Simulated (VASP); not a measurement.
KBr: single point with LDA

Crystal: KBr.

```
K Br
1.0
     0.00000    3.34189    3.39127
     3.34189    0.00000    3.39127
     3.34189    3.34189    0.00000
K Br
1 1
Direct
  0.00000 0.00000 0.00000
  0.50000 0.50000 0.50000
```

This cell differs from its parent crystal: strain +0.015 along x and y, +0.030 along z.

```yaml
Program: VASP 6.6.1
Task: single point
Functional: LDA
Potentials_or_basis: VASP PAW LDA potentials, release 64 (K_sv, Br)
Cutoff: 520 eV
k_mesh: 6 × 6 × 6
Occupations: gaussian, width 0.05 eV
Spin: no spin polarisation
Dipole_correction: no
Further_INCAR_settings: ALGO = Normal; EDIFF = 1e-06; NBANDS = 15
```

```json
{
 "Pressure": "-2.1 GPa",
 "Band gap on the k mesh": "3.91 eV, direct"
}
```

Stress tensor (GPa, compression positive):
```
-2.04  0.00  0.00
 0.00 -2.04  0.00
 0.00  0.00 -2.29
```

Levels at points of the mesh, in eV from the valence-band top:
```csv
k point,band 6,band 7,band 8,band 9,band 10,band 11
"(0.00, 0.00, 0.00)",0.00,0.00,0.00,3.91,7.28,7.36
"(0.50, 0.00, 0.00)",-1.15,-0.31,-0.31,6.13,7.73,9.38
"(0.50, 0.50, 0.00)",-0.81,-0.27,-0.27,5.62,6.66,8.81
"(0.50, 0.00, 0.50)",-0.79,-0.29,-0.28,5.61,6.68,8.89
```

It took 18 s on 1 thread of AMD EPYC 9R45 96-Core Processor (Zen 5), with other jobs on the host, peak memory 0.15 GiB.

Caveat: the cell differs from its parent crystal (strain +0.015 along x and y, +0.030 along z).
